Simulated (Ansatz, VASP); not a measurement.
**MoAs3: VASP beside Ansatz**

The input INCAR:

```
SYSTEM = MoAs3
PREC     = Accurate       ! precision mode
ENCUT    = 520            ! plane-wave cutoff, eV
EDIFF    = 1E-6           ! SCF threshold, eV
ISMEAR   = 0              ! smearing method
SIGMA    = 0.1            ! smearing width, eV
LREAL    = .FALSE.        ! projectors in reciprocal space
LASPH    = .TRUE.         ! aspherical terms in the spheres
NELM     = 100            ! most SCF steps
ALGO     = Normal         ! electronic algorithm
ISIF     = 2              ! what is computed and relaxed
LWAVE    = .FALSE.        ! write WAVECAR
LCHARG   = .FALSE.        ! write CHGCAR
GGA      = PE             ! functional
NBANDS   = 22             ! bands
```

The input KPOINTS:

```
regular mesh
0
G
  6 6 6
  0 0 0
```

File POSCAR:

```
MoAs3
1.0
   -2.0542154602      2.0542154602      4.5886371319
    2.0542154602     -2.0542154602      4.5886371319
    2.0542154602      2.0542154602     -4.5886371319
Mo As
1 3
Direct
    0.0000000000      0.0000000000      0.0000000000
    0.5000000000      0.5000000000      0.0000000000
    0.2500000000      0.7500000000      0.5000000000
    0.7500000000      0.2500000000      0.5000000000
```

Input for Ansatz:

```yaml
crystal:
  lattice:
    - [-2.0542154602, 2.0542154602, 4.5886371319]
    - [2.0542154602, -2.0542154602, 4.5886371319]
    - [2.0542154602, 2.0542154602, -4.5886371319]
  atoms:
    - { symbol: Mo, position: [0.0, 0.0, 0.0] }
    - { symbol: As, position: [0.5, 0.5, 0.0] }
    - { symbol: As, position: [0.25, 0.75, 0.5] }
    - { symbol: As, position: [0.75, 0.25, 0.5] }
basis:
  ecutwfc: 420
kpoints:
  mp_grid: { grid: [6, 6, 6] }
hamiltonian:
  xc: pbe
scf:
  occupations: { method: gaussian, width: 0.1 }
  lower_state_search: "off"
output:
  forces: true
  stress: true
  eigenvalues: true
```

Alike in both runs: task single point; functional PBE; k mesh 6 × 6 × 6; occupations gaussian, width 0.1 eV; no spin polarisation.

```csv
,VASP,Ansatz
version,VASP 6.6.1,Ansatz 0.2.0
potentials or method,"VASP PAW PBE potentials, release 64 (Mo_sv, As), cutoff 520 eV","scalar-relativistic, plane waves, PAW"
valence electrons in the cell,29,59
```

```tsv
	VASP	Ansatz	Ansatz less VASP
gap on the k mesh at the Fermi level (eV)	none	none	-
pressure (GPa)	-10.3	-10.4	-0.11
traceless stress, the component that is largest in VASP (GPa)	-1.30	-1.31	-0.005
```

A gap of «none» marks a metal or a gap that the smearing closes. VASP's potentials hold 29 valence electrons a cell and Ansatz's 59, so a difference there can come from the potentials and not from the codes.

The k mesh is coarse, so the values compare programs but aren't converged.
